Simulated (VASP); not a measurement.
Input of a VASP 6.6.1 run:

The input INCAR:

```
PREC     = Accurate       # precision mode
ENCUT    = 520            # plane-wave cutoff, eV
EDIFF    = 1E-6           # SCF threshold, eV
ISMEAR   = 0              # smearing method
SIGMA    = 0.1            # smearing width, eV
LREAL    = F              # projectors in reciprocal space
LASPH    = T              # aspherical terms in the spheres
NELM     = 100            # most SCF steps
ALGO     = Normal         # electronic algorithm
ISIF     = 2              # what is computed and relaxed
LWAVE    = F              # write WAVECAR
LCHARG   = F              # write CHGCAR
GGA      = PE             # functional
NBANDS   = 47             # bands
```

Contents of KPOINTS:

```
Automatic mesh
0
Gamma
  6 6 6
```

POSCAR

```
Ti6C
1.0
    6.2261678745      0.0000000000      0.0000000000
    0.0000000000      6.2261678745      0.0000000000
    0.0000000000      0.0000000000      6.2261678745
Ti C
6 1
Direct
    0.6543651589      0.0000000000      0.0000000000
    0.3456348411      0.0000000000      0.0000000000
    0.0000000000      0.6543651589      0.0000000000
    0.0000000000      0.3456348411      0.0000000000
    0.0000000000      0.0000000000      0.6543651589
    0.0000000000      0.0000000000      0.3456348411
    0.0000000000      0.0000000000      0.0000000000
```

Potentials or basis: VASP PAW PBE potentials, release 64 (Ti_sv, C).

Launch:

```console
$ cat potpaw_PBE.64/Ti_sv/POTCAR potpaw_PBE.64/C/POTCAR > POTCAR
$ mpirun -np 1 vasp_std > vasp.out
```

**Question.** Estimate the band gap on the k mesh.

**Answer.** Zero (band 38 reaches 1.86 eV, above the bottom of band 39 at 1.60 eV).

**Question.** What does it give for the pressure?

**Answer.** 0.8 GPa.

Forces in eV/Å, atoms in the order of the input:
```
Ti   0.773  0.000  0.000
Ti  -0.773  0.000  0.000
Ti   0.000  0.773  0.000
Ti   0.000 -0.773  0.000
Ti   0.000  0.000  0.773
Ti   0.000  0.000 -0.773
C    0.000  0.000  0.000
```
